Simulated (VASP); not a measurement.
Set up this calculation in VASP 6.6.1, as the native input.

```
Task                   : single point
Functional             : PBEsol
Potentials or basis    : VASP PAW PBE potentials, release 64 (Cd, S)
Cutoff                 : 500 eV
k mesh                 : 6 × 6 × 4
Occupations            : gaussian, width 0.01 eV
Spin                   : no spin polarisation
Dipole correction      : no
Further INCAR settings : ALGO = Normal; EDIFF = 1e-06; NBANDS = 26
```

The structure of CdS (x) lies in POSCAR:

```
CdS
1.0
    4.1370000000      0.0000000000      0.0000000000
   -2.0685000000      3.5827470955      0.0000000000
    0.0000000000      0.0000000000      6.7160000000
Cd S
2 2
Direct
    0.3333333333      0.6666666667     -0.0000235313
    0.6666666667      0.3333333333      0.4999764687
    0.3333333333      0.6666666667      0.3770235313
    0.6666666667      0.3333333333      0.8770235313
```

The input as run:

INCAR

```
SYSTEM = CdS
PREC = Accurate
ENCUT = 500
EDIFF = 1E-6
ISMEAR = 0
SIGMA = 0.01
LREAL = .FALSE.
LASPH = .TRUE.
NELM = 120
ALGO = Normal
ISIF = 2
LWAVE = .FALSE.
LCHARG = .TRUE.
GGA = PS
LELF = .TRUE.
LVHAR = .TRUE.
NBANDS = 26
GGA_COMPAT = .FALSE.
```

KPOINTS

```
Automatic mesh
0
G
  6 6 4
  0 0 0
```

Potentials or basis: VASP PAW PBE potentials, release 64 (Cd, S).

Launch:

```console
$ cat potpaw_PBE.64/Cd/POTCAR potpaw_PBE.64/S/POTCAR > POTCAR
$ mpirun -np 1 vasp_std > vasp.out
```

Results of the run:

```json
{
  "Pressure": "-0.1 GPa",
  "Band gap on the k mesh": "1.08 eV, direct"
}
```

Caveat: the PAW data sets were made with another functional, which shifts forces and pressure a little.

Wall time 52 s on 1 thread of Intel(R) Xeon(R) Platinum 8375C CPU @ 2.90GHz (Ice Lake) (shared host), peak memory 0.21 GiB.
